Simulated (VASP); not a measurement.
# Mg (Cmcm) in VASP: notebook, part 2 of 2

VASP 6.6.1.

**3. Single point, PBEsol (strain -0.1125 x Voigt [1, 0, 0, 0, 0, 0])**

The input, INCAR:

```
  ALGO = Fast
  EDIFF = 1E-7
  ENCUT = 520
  GGA = PS
  ISIF = 2
  ISMEAR = 0
  LASPH = True
  LCHARG = False
  LREAL = False
  LWAVE = False
  NBANDS = 9
  NELM = 100
  PREC = Accurate
  SIGMA = 0.15
```

The input, KPOINTS:

```
k-points
0
Gamma
  18 18 10
```

The input, POSCAR:

```
Mg
1.0
    2.8482284851      0.0000000000      0.0000000000
   -1.4241142425      2.7793106748      0.0000000000
    0.0000000000      0.0000000000      5.2103300000
Mg
2
Direct
    0.3333333333      0.6666666667      0.2500000000
    0.6666666667      0.3333333333      0.7500000000
```

Potentials or basis: VASP PAW PBE potentials, release 64 (Mg).

Run with:

```bash
cat potpaw_PBE.64/Mg/POTCAR > POTCAR
mpirun -np 1 vasp_std > vasp.out
```

OUTCAR:

```text
EDIFF = 1E-7
   ENCUT = 520
   GGA = PS
   ISIF = 2
   ISMEAR = 0
   LASPH = True
   LREAL = False
   NELM = 100
   PREC = Accurate

 ion  position               nearest neighbor table
   1  0.333  0.667  0.250-   2 3.11   2 3.11   2 3.11   2 3.11   2 3.20   2 3.20
   2  0.667  0.333  0.750-   1 3.11   1 3.11   1 3.11   1 3.11   1 3.20   1 3.20

  LATTYP: Found a base centered orthorhombic cell.
 ALAT       =     2.8482284851
 B/A-ratio  =     1.9516065437
 C/A-ratio  =     1.8293230432

  Lattice vectors:

 A1 = (   1.4241142425,  -2.7793106748,   0.0000000000)
 A2 = (   1.4241142426,   2.7793106748,   0.0000000000)
 A3 = (   0.0000000000,   0.0000000000,   5.2103300000)

Analysis of symmetry for initial positions (statically):
=====================================================================
 Subroutine PRICEL returns:
 Original cell was already a primitive cell.

 Routine SETGRP: Setting up the symmetry group for a
 base centered orthorhombic supercell.

 Subroutine GETGRP returns: Found  8 space group operations
 (whereof  4 operations were pure point group operations)
 out of a pool of  8 trial point group operations.

The static configuration has the point symmetry C_2h.
 The point group associated with its full space group is D_2h.

Analysis of symmetry for dynamics (positions and initial velocities):
=====================================================================
 Subroutine PRICEL returns:
 Original cell was already a primitive cell.

 Routine SETGRP: Setting up the symmetry group for a
 base centered orthorhombic supercell.

 Subroutine GETGRP returns: Found  8 space group operations
 (whereof  4 operations were pure point group operations)
 out of a pool of  8 trial point group operations.

The dynamic configuration has the point symmetry C_2h.
 The point group associated with its full space group is D_2h.

 Subroutine INISYM returns: Found  8 space group operations
 (whereof  4 operations are pure point group operations),
 and found     1 'primitive' translations

[... 121 lines left out ...]
   AEXX    =    0.0000 exact exchange contribution
   IVDW    =     0    specifies the selected vdW correction
   LEPSILON=     F    determine dielectric tensor
   LRPA    =     F    only Hartree local field effects (RPA)
 non-spin polarized calculation
 RMM-DIIS sequential band-by-band and
 Gauss-broadening in eV      SIGMA  =   0.15
  energy-cutoff  :      520.00
  volume of cell :       41.25
 maximum number of plane-waves:      1136
 NGX is ok and might be reduce to    24
   NGX = 11   NGY = 11   NGZ = 19

 number of electron       4.0000000 magnetization

 Free energy of the ion-electron system (eV)
  ---------------------------------------------------
  ext. energy  EPLUGINS =         0.00000000
  ---------------------------------------------------
  free energy    TOTEN  =        -3.31890195 eV

  energy without entropy =       -3.31145037  energy(sigma->0) =       -3.31517616

 E-fermi :   3.1348     XC(G=0):  -8.8744

 val. band max:        3.1237735510   @ k =   0.1667   0.0556   0.1000
 cond. band min:       3.1369501363   @ k =   0.2778   0.1667   0.1000
 fundamental gap:      0.0131765853
 Fermi energy:         3.1347941452

 k-point     1 :       0.0000    0.0000    0.0000
  band No.  band energies     occupation
      1      -4.2322      2.00000
      2       0.9877      2.00000
      3       1.3770      2.00000
      4      13.7116      0.00000
      5      13.7992      0.00000
      6      15.3915      0.00000
      7      17.0208      0.00000
      8      17.0563      0.00000
      9      17.3681      0.00000
[... 265 lines left out ...]
 k-point    24 :      -0.2778    0.0556    0.0000
  band No.  band energies     occupation
      1      -2.6752      2.00000
      2       2.4136      2.00000
      3       2.8434      1.99399
      4       8.3349      0.00000
      5      11.1531      0.00000
      6      12.0738      0.00000
      7      12.9359      0.00000
      8      14.5238      0.00000
      9      15.7568      0.00000

 [... further k-points ...]

------------------------ aborting loop because EDIFF is reached ----------------------------------------

  FORCE on cell =-STRESS in cart. coord.  units (eV):
  Direction    XX          YY          ZZ          XY          YZ          ZX
  --------------------------------------------------------------------------------------
  -------------------------------------------------------------------------------------
  Total        2.9656523      0.3175346      0.3092057      0.0000000      0.0000000      0.0000000
  in kB      115.2003159     12.3345817     12.0110468      0.0000000      0.0000000      0.0000000
  external PRESSURE =      46.5153148 kB  Pullay stress =       0.0000000 kB

 VOLUME and BASIS-vectors are now :
 -----------------------------------------------------------------------------
  energy-cutoff  :      520.00
  volume of cell :       41.25
      direct lattice vectors                 reciprocal lattice vectors
     2.848228485  0.000000000  0.000000000     0.351095428  0.179900723  0.000000000
    -1.424114242  2.779310675  0.000000000     0.000000000  0.359801446  0.000000000
     0.000000000  0.000000000  5.210330000     0.000000000  0.000000000  0.191926423

 POSITION                                       TOTAL-FORCE (eV/Angst)
 -----------------------------------------------------------------------------------
     -0.00000      1.85287      1.30258         0.000000      0.105272      0.000000
      1.42411      0.92644      3.90775        -0.000000     -0.105272     -0.000000
 -----------------------------------------------------------------------------------
    total drift:                               -0.000000      0.000000     -0.000000

  FREE ENERGIE OF THE ION-ELECTRON SYSTEM (eV)
  ---------------------------------------------------
  free  energy   TOTEN  =        -3.3189019513 eV

  energy  without entropy=       -3.3114503743  energy(sigma->0) =       -3.31517616
```

stdout:

```text
POSCAR found type information on POSCAR Mg
 POSCAR found :  1 types and       2 ions
 scaLAPACK will be used
 -----------------------------------------------------------------------------
|                                                                             |
|                                                                             |
|     You enforced a specific xc type in the INCAR file but a different       |
|     I HOPE YOU KNOW WHAT YOU ARE DOING!                                     |
|                                                                             |
 -----------------------------------------------------------------------------

 LDA part: xc-table for (Slater+PW92), standard interpolation
 POSCAR, INCAR and KPOINTS ok, starting setup
 FFT: planning ... GRIDC
 FFT: planning ... GRID_SOFT
 FFT: planning ... GRID
 WAVECAR not read
 entering main loop
```

Run time: 92 s. Hardware: 1 thread of Intel Xeon Platinum 8259CL at 2.50GHz (Skylake/Cascade Lake), shared host; peak memory 0.31 GiB.

Results:

- Free energy: -3.3189 eV
- Pressure: 4.7 GPa
- Largest force: 0.105 eV/Å
- Band gap on the k mesh: zero (band 2 reaches 4.31 eV, above the bottom of band 3 at 1.38 eV)

Forces in eV/Å, atoms in the order of the input:
```
Mg   0.000  0.105  0.000
Mg   0.000 -0.105  0.000
```

Stress tensor (GPa, compression positive):
```
11.52  0.00  0.00
 0.00  1.23  0.00
 0.00  0.00  1.20
```

Caveat: the cell differs from its parent crystal (strain -0.1125 x Voigt [1, 0, 0, 0, 0, 0]); the PAW data sets were made with another functional, which shifts forces and pressure a little.
